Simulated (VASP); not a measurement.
# Zr (P6_3/mmc) in VASP: a series of runs

The runs below take Zr through single point, relaxation of cell and atoms, with PBEsol.

All numbers are computed with VASP 6.6.1; they aren't measurements. Logs are shortened: lines on timing, memory, paths and dates and some standing lists are left out, and cuts for length are marked.

### Step 1. The cell of the first run

Symmetry: P6_3/mmc, No. 194, hexagonal system. The conventional cell has a = 3.187 Å, b = 3.187 Å, c = 5.107 Å, α = 90.00°, β = 90.00°, γ = 120.00°. Within 4.1 Å of Zr (site symmetry -6m2) lie 12 Zr at 3.15 to 3.19 Å.

### Step 2. Single point, PBEsol

Input file INCAR:

```
SYSTEM = Zr
ALGO = Normal ; EDIFF = 1E-6
ENCUT = 520 ; GGA = PS
ISIF = 2 ; ISMEAR = 0
LASPH = .True. ; LCHARG = .False.
LREAL = .False. ; LWAVE = .False.
NBANDS = 19 ; NELM = 80
PREC = Accurate ; SIGMA = 0.05
```

Input file KPOINTS:

```
k-points
0
Gamma
  16 16 8
  0 0 0
```

Input file POSCAR:

```
Zr
1.0
    3.1874382048      0.0000000000      0.0000000000
   -1.5937191024      2.7604024583      0.0000000000
    0.0000000000      0.0000000000      5.1074757188
Zr
2
Direct
    0.3333333333      0.6666666667      0.7500000000
    0.6666666667      0.3333333333      0.2500000000
```

Potentials or basis: VASP PAW PBE potentials, release 64 (Zr_sv).

Run with:

```
cat potpaw_PBE.64/Zr_sv/POTCAR > POTCAR
mpirun -np 1 vasp_std > vasp.out
```

OUTCAR:

```text
SYSTEM = Zr
   EDIFF = 1E-6
   ENCUT = 520
   GGA = PS
   ISIF = 2
   ISMEAR = 0
   LASPH = .True.
   LREAL = .False.
   NELM = 80
   PREC = Accurate

 ion  position               nearest neighbor table
   1  0.333  0.667  0.750-   2 3.15   2 3.15   2 3.15   2 3.15   2 3.15   2 3.15
   2  0.667  0.333  0.250-   1 3.15   1 3.15   1 3.15   1 3.15   1 3.15   1 3.15

  LATTYP: Found a hexagonal cell.
 ALAT       =     3.1874382048
 C/A-ratio  =     1.6023763884

  Lattice vectors:

 A1 = (   3.1874382048,   0.0000000000,   0.0000000000)
 A2 = (  -1.5937191024,   2.7604024583,   0.0000000000)
 A3 = (   0.0000000000,   0.0000000000,   5.1074757188)

Analysis of symmetry for initial positions (statically):
=====================================================================
 Subroutine PRICEL returns:
 Original cell was already a primitive cell.

 Routine SETGRP: Setting up the symmetry group for a
 hexagonal supercell.

 Subroutine GETGRP returns: Found 24 space group operations
 (whereof 12 operations were pure point group operations)
 out of a pool of 24 trial point group operations.

The static configuration has the point symmetry D_3d.
 The point group associated with its full space group is D_6h.

Analysis of symmetry for dynamics (positions and initial velocities):
=====================================================================
 Subroutine PRICEL returns:
 Original cell was already a primitive cell.

 Routine SETGRP: Setting up the symmetry group for a
 hexagonal supercell.

 Subroutine GETGRP returns: Found 24 space group operations
 (whereof 12 operations were pure point group operations)
 out of a pool of 24 trial point group operations.

The dynamic configuration has the point symmetry D_3d.
 The point group associated with its full space group is D_6h.

 Subroutine INISYM returns: Found 24 space group operations
 (whereof 12 operations are pure point group operations),
 and found     1 'primitive' translations

----------------------------------------------------------------------------------------

                                     Primitive cell

  volume of cell :      44.9387

  direct lattice vectors                    reciprocal lattice vectors
     3.187438205  0.000000000  0.000000000     0.313731572  0.181133008  0.000000000
    -1.593719102  2.760402458  0.000000000     0.000000000  0.362266016  0.000000000
     0.000000000  0.000000000  5.107475719     0.000000000  0.000000000  0.195791435

  length of vectors
     3.187438205  3.187438205  5.107475719     0.362266016  0.362266016  0.195791435

  position of ions in fractional coordinates (direct lattice)
[... 79 lines left out ...]
   EDIFF  = 0.1E-05   stopping-criterion for ELM
   LREAL  =      F    real-space projection
   EDIFFG = 0.1E-04   stopping-criterion for IOM
   NSW    =      0    number of steps for IOM
   IBRION =     -1    ionic relax: 0-MD 1-quasi-New 2-CG
   NFREE  =      0    steps in history (QN), initial steepest desc. (CG)
   ISIF   =      2    stress and relaxation
   ISYM   =      2    0-nonsym 1-usesym 2-fastsym
   POTIM  = 0.5000    time-step for ionic-motion
   TEBEG  =    0.0;   TEEND  =   0.0 temperature during run
   PSTRESS=    0.0 pullay stress
   NELECT =      24.0000    total number of electrons
   NUPDOWN=      -1.0000    fix difference up-down
   EMIN   =  10.00;   EMAX   =-10.00  energy-range for DOS
   EFERMI =   0.00;   METHOD = LEGACY
   ISMEAR =     0;   SIGMA  =   0.05  broadening in eV -4-tet -1-fermi 0-gaus
   EFERMI_NEDOS =   21; number of points for ismear=-14 and -15
   IALGO  =     38    algorithm
   IMIX   =      4    mixing-type and parameters
     AMIX     =   0.40;   BMIX     =  1.00
     AMIX_MAG =   1.60;   BMIX_MAG =  1.00
  volume/ion in A,a.u.               =      22.47       151.63
  Fermi-wavevector in a.u.,A,eV,Ry     =   1.328225  2.509982 24.003159  1.764182
  Thomas-Fermi vector in A             =   2.457479
   LORBIT       =      0    0 simple, 1 ext, 2 COOP (PROOUT), +10 PAW based schemes
   GGA     = PS    functional components
   LHFCALC =     F    Hartree Fock is set to
   AEXX    =    0.0000 exact exchange contribution
   IVDW    =     0    specifies the selected vdW correction
   LEPSILON=     F    determine dielectric tensor
   LRPA    =     F    only Hartree local field effects (RPA)
 non-spin polarized calculation
 Gauss-broadening in eV      SIGMA  =   0.05
  energy-cutoff  :      520.00
  volume of cell :       44.94
 maximum number of plane-waves:      1228
 NGX is ok and might be reduce to    24
   NGX = 11   NGY = 11   NGZ = 19

 number of electron      24.0000000 magnetization

 Free energy of the ion-electron system (eV)
  ---------------------------------------------------
  ext. energy  EPLUGINS =         0.00000000
  ---------------------------------------------------
  free energy    TOTEN  =       -18.16472958 eV

  energy without entropy =      -18.16212662  energy(sigma->0) =      -18.16342810

 E-fermi :   9.2833     XC(G=0): -11.3657

 val. band max:        9.2783571979   @ k =   0.0000   0.0000   0.5000
 cond. band min:       9.2972988073   @ k =   0.1875   0.1250   0.3750
 fundamental gap:      0.0189416095
 Fermi energy:         9.2833027384

 k-point     1 :       0.0000    0.0000    0.0000
  band No.  band energies     occupation
      1     -39.4044      2.00000
      2     -39.2276      2.00000
      3     -18.0202      2.00000
      4     -17.0357      2.00000
      5     -17.0357      2.00000
      6     -16.8945      2.00000
[... 505 lines left out ...]
      6     -17.2785      2.00000
[... 11 lines left out ...]
     18      14.3566      0.00000
     19      14.6587      0.00000

 [... further k-points ...]

------------------------ aborting loop because EDIFF is reached ----------------------------------------

  FORCE on cell =-STRESS in cart. coord.  units (eV):
  Direction    XX          YY          ZZ          XY          YZ          ZX
  --------------------------------------------------------------------------------------
  -------------------------------------------------------------------------------------
  Total        0.0114124      0.0114124      0.0308351      0.0000000      0.0000000      0.0000000
  in kB        0.4068800      0.4068800      1.0993495      0.0000000      0.0000000      0.0000000
  external PRESSURE =       0.6377031 kB  Pullay stress =       0.0000000 kB

 VOLUME and BASIS-vectors are now :
 -----------------------------------------------------------------------------
  energy-cutoff  :      520.00
  volume of cell :       44.94
      direct lattice vectors                 reciprocal lattice vectors
     3.187438205  0.000000000  0.000000000     0.313731572  0.181133008  0.000000000
    -1.593719102  2.760402458  0.000000000     0.000000000  0.362266016  0.000000000
     0.000000000  0.000000000  5.107475719     0.000000000  0.000000000  0.195791435

 POSITION                                       TOTAL-FORCE (eV/Angst)
 -----------------------------------------------------------------------------------
     -0.00000      1.84027      3.83061         0.000000      0.000000      0.000000
      1.59372      0.92013      1.27687        -0.000000     -0.000000      0.000000
 -----------------------------------------------------------------------------------
    total drift:                               -0.000000      0.000000     -0.000000

  FREE ENERGIE OF THE ION-ELECTRON SYSTEM (eV)
  ---------------------------------------------------
  free  energy   TOTEN  =       -18.1647295795 eV

  energy  without entropy=      -18.1621266197  energy(sigma->0) =      -18.16342810
```

It took 2.2 min on 1 thread of Intel Xeon 8259CL, shared host; peak memory 0.23 GiB.

Results:

```yaml
Free_energy: -18.1647 eV
Pressure: 0.1 GPa
Band_gap_on_the_k_mesh: zero (bands 12 and 13 overlap by 1.33 eV)
```

Levels at points of the mesh, in eV from the Fermi level:
```csv
k point,band 10,band 11,band 12,band 13,band 14,band 15
"(0.00, 0.00, 0.00)",-3.16,0.85,0.85,0.95,1.25,1.57
"(0.50, 0.00, 0.00)",-2.59,-2.28,-0.13,0.53,0.77,1.47
"(0.00, 0.00, 0.50)",-4.01,0.00,0.00,0.76,0.76,0.76
"(0.50, 0.00, 0.50)",-3.00,-1.16,-1.16,1.75,1.75,2.28
```

Caveat: the PAW data sets were made with another functional, which shifts forces and pressure a little.

### Step 3. Single point, PBEsol

Input file INCAR:

```
PREC     = Accurate       # precision mode
ENCUT    = 520            # plane-wave cutoff, eV
EDIFF    = 1E-6           # SCF threshold, eV
ISMEAR   = 0              # smearing method
SIGMA    = 0.05           # smearing width, eV
LREAL    = F              # projectors in reciprocal space
LASPH    = T              # aspherical terms in the spheres
NELM     = 60             # most SCF steps
ALGO     = Normal         # electronic algorithm
ISIF     = 2              # what is computed and relaxed
LWAVE    = F              # write WAVECAR
LCHARG   = F              # write CHGCAR
GGA      = PS             # functional
NBANDS   = 19             # bands
```

Input file KPOINTS:

```
regular mesh
0
Gamma
  16 16 8
```

POSCAR is that of step 2.

Potentials or basis: VASP PAW PBE potentials, release 64 (Zr_sv).

Run with:

```
cat potpaw_PBE.64/Zr_sv/POTCAR > POTCAR
mpirun -np 1 vasp_std > vasp.out
```

It took 2.3 min on 1 thread of Intel Xeon 8259CL, shared host; peak memory 0.23 GiB.

The run converged. Its results:

```yaml
Free_energy: -18.1647 eV
Pressure: 0.1 GPa
Band_gap_on_the_k_mesh: zero (bands 12 and 13 overlap by 1.33 eV)
```

Levels at points of the mesh, in eV from the Fermi level:
```
           k point  band 10  band 11  band 12  band 13  band 14  band 15
(0.00, 0.00, 0.00)    -3.16     0.85     0.85     0.95     1.25     1.57
(0.50, 0.00, 0.00)    -2.59    -2.28    -0.13     0.53     0.77     1.47
(0.00, 0.00, 0.50)    -4.01     0.00     0.00     0.76     0.76     0.76
(0.50, 0.00, 0.50)    -3.00    -1.16    -1.16     1.75     1.75     2.28
```

Caveat: the PAW data sets were made with another functional, which shifts forces and pressure a little.

### Step 4. Relaxation of cell and atoms, PBEsol

This run uses another cell than the first one, of 23.24 Å³/atom.

Input file INCAR:

```
SYSTEM = Zr
PREC = Accurate ; ENCUT = 600
EDIFF = 1E-7 ; ISMEAR = 0
SIGMA = 0.05 ; LREAL = .False.
LASPH = .True. ; NELM = 60
ALGO = Normal ; ISIF = 3
LWAVE = .False. ; LCHARG = .False.
GGA = PS ; IBRION = 2
NSW = 80 ; EDIFFG = -0.01
```

Input file KPOINTS:

```
Automatic mesh
0
Gamma
  16 16 8
  0 0 0
```

Input file POSCAR:

```
Zr
1.0
    3.2300000000      0.0000000000      0.0000000000
   -1.6150000000      2.7972620542      0.0000000000
    0.0000000000      0.0000000000      5.1453900000
Zr
2
Direct
    0.3333333333      0.6666666667      0.7500000000
    0.6666666667      0.3333333333      0.2500000000
```

Potentials or basis: VASP PAW PBE potentials, release 64 (Zr_sv).

Run with:

```
cat potpaw_PBE.64/Zr_sv/POTCAR > POTCAR
mpirun -np 1 vasp_std > vasp.out
```

OUTCAR:

```text
SYSTEM = Zr
   PREC = Accurate
   ENCUT = 600
   EDIFF = 1E-7
   ISMEAR = 0
   LREAL = .False.
   LASPH = .True.
   NELM = 60
   ISIF = 3
   GGA = PS
   IBRION = 2
   NSW = 80
   EDIFFG = -0.01

 ion  position               nearest neighbor table
   1  0.333  0.667  0.750-   2 3.18   2 3.18   2 3.18   2 3.18   2 3.18   2 3.18
   2  0.667  0.333  0.250-   1 3.18   1 3.18   1 3.18   1 3.18   1 3.18   1 3.18

  LATTYP: Found a hexagonal cell.
 ALAT       =     3.2300000000
 C/A-ratio  =     1.5930000000

  Lattice vectors:

 A1 = (   3.2300000000,   0.0000000000,   0.0000000000)
 A2 = (  -1.6150000000,   2.7972620542,   0.0000000000)
 A3 = (   0.0000000000,   0.0000000000,   5.1453900000)

Analysis of symmetry for initial positions (statically):
=====================================================================
 Subroutine PRICEL returns:
[... 365 lines left out ...]
 E-fermi :   9.2788     XC(G=0): -11.3641

 val. band max:        9.2728090560   @ k =   0.0000   0.0000   0.5000
 cond. band min:       9.2927566674   @ k =   0.1875   0.1250   0.3750
 fundamental gap:      0.0199476114
 Fermi energy:         9.2787862542

 k-point     1 :       0.0000    0.0000    0.0000
  band No.  band energies     occupation
      1     -39.4094      2.00000
      2     -39.2330      2.00000
      3     -18.0244      2.00000
      4     -17.0411      2.00000
      5     -17.0411      2.00000
      6     -16.9007      2.00000
[... 433 lines left out ...]
      3     -17.6324      2.00000
      4     -17.6272      2.00000
      5     -17.5572      2.00000
      6     -17.2839      2.00000
[... 8 lines left out ...]
     15      10.3931      0.00000
     16      12.3840      0.00000

 [... further k-points ...]

------------------------ aborting loop because EDIFF is reached ----------------------------------------

  FORCE on cell =-STRESS in cart. coord.  units (eV):
  Direction    XX          YY          ZZ          XY          YZ          ZX
  --------------------------------------------------------------------------------------
  -------------------------------------------------------------------------------------
  Total        0.0103815      0.0103815      0.0181425      0.0000000      0.0000000      0.0000000
  in kB        0.3699961      0.3699961      0.6465986      0.0000000      0.0000000      0.0000000
  external PRESSURE =       0.4621969 kB  Pullay stress =       0.0000000 kB
[... 17 lines left out ...]
  FREE ENERGIE OF THE ION-ELECTRON SYSTEM (eV)
  ---------------------------------------------------
  free  energy   TOTEN  =       -18.1658099573 eV

  energy  without entropy=      -18.1632109052  energy(sigma->0) =      -18.16451043

 reached required accuracy - stopping structural energy minimisation
```

OSZICAR:

```text
N       E                     dE             d eps       ncg     rms          rms(c)
DAV:   1     0.235550622992E+03    0.23555E+03   -0.14630E+04  4800   0.166E+03
DAV:   2    -0.327872227964E+01   -0.23883E+03   -0.23673E+03  5928   0.437E+02
[... 52 lines left out ...]
DAV:   1    -0.181661620954E+02   -0.39039E-03   -0.22690E-02  4800   0.142E+00    0.106E-01
DAV:   2    -0.181658895988E+02    0.27250E-03   -0.69786E-04  5456   0.212E-01    0.502E-02
DAV:   3    -0.181658090281E+02    0.80571E-04   -0.32443E-04  6448   0.130E-01    0.864E-03
DAV:   4    -0.181658097724E+02   -0.74436E-06   -0.52466E-06  5624   0.222E-02    0.390E-03
DAV:   5    -0.181658099402E+02   -0.16780E-06   -0.47312E-07  5472   0.574E-03    0.962E-04
DAV:   6    -0.181658099573E+02   -0.17038E-07   -0.16524E-08  2824   0.137E-03
   6 F= -.18165810E+02 E0= -.18164510E+02  d E =-.273064E-03
```

CONTCAR:

```text
Zr
   1.00000000000000
     3.1875069016710902    0.0000000000000000    0.0000000000000000
    -1.5937534508355451    2.7604619515625886    0.0000000000000000
     0.0000000000000000    0.0000000000000000    5.1090485832118402
  Zr
     2
Direct
     0.3333333332999970    0.6666666667000030    0.7500000000000000
     0.6666666667000030    0.3333333332999970    0.2500000000000000

  0.00000000E+00  0.00000000E+00  0.00000000E+00
  0.00000000E+00  0.00000000E+00  0.00000000E+00
```

It took 14 min on 1 thread of Intel Xeon 8259CL, shared host; peak memory 0.27 GiB.

Results:

- Free energy: -18.1658 eV
- Relaxed volume: 22.48 Å³/atom
- Relaxed cell: a = 3.188 Å, b = 3.188 Å, c = 5.109 Å, α = 90.00°, β = 90.00°, γ = 120.00°
- Space group after relaxing (to 0.1 Å): P6_3/mmc (No. 194)
- Energy gained by relaxing: 7.6 meV/atom
- Ionic steps: 6
- Pressure after relaxing: 0.0 GPa
- Band gap on the k mesh: zero (bands 12 and 13 overlap by 1.34 eV)

Step by step:
```tsv
step	energy change (eV)	largest force (eV/Å)	pressure (GPa)	volume (Å³)
1	0.0000	0.0000	-3.11	46.49
2	0.0008	0.0000	3.50	43.52
3	-0.0149	0.0000	0.00	45.00
4	-0.0149	0.0000	0.06	44.97
5	-0.0152	0.0000	0.05	44.96
6	-0.0152	0.0000	0.05	44.95
```

Final structure:
```
CELL_PARAMETERS angstrom
3.18751 0.00000 0.00000
-1.59375 2.76046 0.00000
0.00000 0.00000 5.10905
ATOMIC_POSITIONS crystal
Zr 0.33333 0.66667 0.75000
Zr 0.66667 0.33333 0.25000
```

Levels at points of the mesh, in eV from the Fermi level:
| k point | band 10 | band 11 | band 12 | band 13 | band 14 | band 15 |
| --- | --- | --- | --- | --- | --- | --- |
| (0.00, 0.00, 0.00) | -3.16 | 0.85 | 0.85 | 0.95 | 1.25 | 1.57 |
| (0.50, 0.00, 0.00) | -2.59 | -2.28 | -0.13 | 0.54 | 0.76 | 1.47 |
| (0.00, 0.00, 0.50) | -4.01 | -0.01 | -0.01 | 0.77 | 0.77 | 0.77 |
| (0.50, 0.00, 0.50) | -3.00 | -1.16 | -1.16 | 1.75 | 1.75 | 2.28 |

Caveat: the PAW data sets were made with another functional, which shifts forces and pressure a little.
